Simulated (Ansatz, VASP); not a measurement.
# ZnS in VASP and in Ansatz

```
CELL_PARAMETERS angstrom
0.00000 2.64847 2.64847
2.64847 0.00000 2.64847
2.64847 2.64847 0.00000
ATOMIC_POSITIONS crystal
Zn 0.25000 0.25000 0.25000
S 0.00000 0.00000 0.00000
```

Alike in both runs: functional LDA; k mesh 10 × 10 × 10; occupations gaussian, width 0.02 eV; no spin polarisation.

Ansatz relaxed the structure, and its values are those at the end. VASP's run is a single point on that final structure, the one shown.

|  | VASP | Ansatz |
| --- | --- | --- |
| version | VASP 6.6.1 | Ansatz 0.2.0 |
| potentials or method | VASP PAW LDA potentials, release 64 (Zn, S), cutoff 520 eV | scalar-relativistic, plane waves, PAW |
| valence electrons in the cell | 18 | 18 |

VASP gave:

| Item | Value |
| --- | --- |
| gap on the k mesh at the Fermi level (eV) | 2.16 |
| least direct gap on the mesh (eV) | 2.16 |
| pressure (GPa) | 0.2 |

Problem. What did Ansatz give for the same quantities?

Solution. gap on the k mesh at the Fermi level (eV): 2.13; least direct gap on the mesh (eV): 2.13; pressure (GPa): 0.0.

LDA's correlation is that of Perdew and Zunger in VASP and of Perdew and Wang (1992) in Ansatz.
